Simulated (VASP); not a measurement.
Set up this calculation in VASP 6.6.1, as the native input.

| Property | Result |
| --- | --- |
| Task | relaxation of the atoms |
| Functional | PBE |
| Potentials or basis | VASP PAW PBE potentials, release 64 (Si) |
| Cutoff | 520 eV |
| k mesh | 2 × 2 × 2 |
| Occupations | fermi-dirac, width 0.02 eV |
| Spin | no spin polarisation |
| Dipole correction | no |
| Further INCAR settings | LREAL = Auto; ALGO = Normal; EDIFF = 1e-06; IBRION = 2; EDIFFG = -0.03; NSW = 80 |

The structure of Si (a cell with a defect) lies in POSCAR:

```
Si
1.0
    0.0000000000      5.4300000000      5.4300000000
    5.4300000000      0.0000000000      5.4300000000
    5.4300000000      5.4300000000      0.0000000000
Si
17
Direct
    0.0000000000      0.0000000000      0.0000000000
    0.1250000000      0.1250000000      0.1250000000
    0.0000000000      0.0000000000      0.5000000000
    0.1250000000      0.1250000000      0.6250000000
    0.0000000000      0.5000000000      0.0000000000
    0.1250000000      0.6250000000      0.1250000000
    0.0000000000      0.5000000000      0.5000000000
    0.1250000000      0.6250000000      0.6250000000
    0.5000000000      0.0000000000      0.0000000000
    0.6250000000      0.1250000000      0.1250000000
    0.5000000000      0.0000000000      0.5000000000
    0.6250000000      0.1250000000      0.6250000000
    0.5000000000      0.5000000000      0.0000000000
    0.6250000000      0.6250000000      0.1250000000
    0.5000000000      0.5000000000      0.5000000000
    0.6250000000      0.6250000000      0.6250000000
    0.3710962100     -0.1288417800      0.3795093600
```

The input as run:

INCAR

```
  PREC = Accurate
  ENCUT = 520
  EDIFF = 1E-6
  ISMEAR = -1
  SIGMA = 0.02
  LREAL = Auto
  LASPH = T
  NELM = 60
  ALGO = Normal
  ISIF = 2
  LWAVE = F
  LCHARG = F
  GGA = PE
  IBRION = 2
  NSW = 80
  EDIFFG = -0.03
```

KPOINTS

```
regular mesh
0
Gamma
  2 2 2
```

Potentials or basis: VASP PAW PBE potentials, release 64 (Si).

Command:

```console
$ cat potpaw_PBE.64/Si/POTCAR > POTCAR
$ mpirun -np 1 vasp_std > vasp.out
```

Results of the run:

```json
{
  "Energy gained by relaxing": "7.5 meV/atom",
  "Ionic steps": "6",
  "Pressure after relaxing": "5.3 GPa",
  "Largest force after relaxing": "0.029 eV/Å",
  "Band gap on the k mesh": "zero (bands 34 and 35 overlap by 0.25 eV)"
}
```

Caveat: the k points lie up to 0.50 Å⁻¹ apart.

It took 6.8 min on 1 thread of AMD EPYC 9R45 96-Core Processor (Zen 5), on a shared host, peak memory 0.5 GiB.
